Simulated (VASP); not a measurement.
Sc: relaxation of cell and atoms with PBE

The system is Sc.

```
CELL_PARAMETERS angstrom
3.57589 0.00000 0.00000
-1.78794 3.09681 0.00000
0.00000 0.00000 9.73920
ATOMIC_POSITIONS crystal
Sc 0.00000 0.00000 0.25000
Sc 0.00000 0.00000 0.75000
Sc 0.33333 0.66667 0.75000
Sc 0.66667 0.33333 0.25000
```

```json
{
  "Program": "VASP 6.6.1",
  "Task": "relaxation of cell and atoms",
  "Functional": "PBE",
  "Potentials or basis": "VASP PAW PBE potentials, release 64 (Sc_sv)",
  "Cutoff": "600 eV",
  "k mesh": "6 × 6 × 2",
  "Occupations": "gaussian, width 0.1 eV",
  "Spin": "no spin polarisation",
  "Dipole correction": "no",
  "Further INCAR settings": "ALGO = Normal; EDIFF = 1e-06; IBRION = 2; EDIFFG = -0.04; NSW = 90; ISIF = 3"
}
```

```json
{
  "Relaxed volume": "26.99 Å³/atom",
  "Relaxed cell": "a = 5.141 Å, b = 5.141 Å, c = 4.717 Å, α = 90.00°, β = 90.00°, γ = 120.00°",
  "Space group after relaxing (to 0.1 Å)": "P6_3/mmc (No. 194)",
  "Pressure after relaxing": "0.0 GPa",
  "Band gap on the k mesh": "zero (bands 22 and 23 overlap by 0.03 eV)"
}
```

Final structure:
```xyz
4
Lattice="5.1410 0.0000 0.0000 -2.5705 4.4522 0.0000 0.0000 0.0000 4.7171" Properties=species:S:1:pos:R:3 pbc="T T T"
Sc    0.0000    0.0000    1.1793
Sc    0.0000    0.0000    3.5378
Sc    0.0000    2.9681    3.5378
Sc    2.5705    1.4841    1.1793
```

Levels at points of the mesh, in eV from the Fermi level:
| k point | band 20 | band 21 | band 22 | band 23 | band 24 | band 25 |
| --- | --- | --- | --- | --- | --- | --- |
| (0.00, 0.00, 0.00) | -0.43 | -0.25 | 0.06 | 0.06 | 0.22 | 0.22 |
| (0.50, 0.00, 0.00) | -1.04 | -0.87 | -0.09 | 0.27 | 0.56 | 0.81 |
| (0.00, 0.00, 0.50) | -0.31 | -0.31 | -0.31 | 1.00 | 1.00 | 1.00 |
| (0.50, 0.00, 0.50) | -0.99 | -0.14 | -0.14 | 0.10 | 0.10 | 0.60 |

It took 9.5 min on 1 thread of AMD EPYC 9R45 96-Core Processor (Zen 5) (shared host), peak memory 0.25 GiB.

Caveat: a cell axis changed by over 15 % at a fixed basis, so the end point is rough.
